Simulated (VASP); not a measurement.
Write the native input for VASP 6.6.1 that does the following.

```yaml
Task: single point
Functional: PBE
Potentials_or_basis: VASP PAW PBE potentials, release 64 (Fe)
Cutoff: 520 eV
k_mesh: 12 × 12 × 12
Occupations: fermi-dirac, width 0.05 eV
Spin: collinear spin, ferromagnetic start
Starting_moments: "[3.0] μB"
Dipole_correction: no
Further_INCAR_settings: ALGO = Normal; EDIFF = 1e-06; NBANDS = 14
```

The structure of Fe lies in POSCAR:

```
Fe
1.0
    0.0000000000      1.8155082653      1.8155082653
    1.8155082653      0.0000000000      1.8155082653
    1.8155082653      1.8155082653      0.0000000000
Fe
1
Direct
    0.0000000000      0.0000000000      0.0000000000
```

This cell differs from its parent crystal: volume scaled by 0.98.

The input as run:

INCAR

```
PREC = Accurate
ENCUT = 520
EDIFF = 1E-6
ISMEAR = -1
SIGMA = 0.05
LREAL = False
LASPH = True
NELM = 150
ALGO = Normal
ISIF = 2
LWAVE = False
LCHARG = False
ISPIN = 2
MAGMOM = 3
LORBIT = 11
LMAXMIX = 4
GGA = PE
NBANDS = 14
```

KPOINTS

```
regular mesh
0
Gamma
  12 12 12
```

Potentials or basis: VASP PAW PBE potentials, release 64 (Fe).

The run is started by

```console
$ cat potpaw_PBE.64/Fe/POTCAR > POTCAR
$ mpirun -np 1 vasp_std > vasp.out
```

It gave:

* Pressure: -0.1 GPa
* Net moment: 2.55 μB per cell
* Site moments: Fe +2.54 μB
* Valence electrons inside the program's atomic spheres: Fe 7.17

It took 29 s on 1 thread of Intel Xeon 6975P-C, on a shared host, peak memory 0.14 GiB.
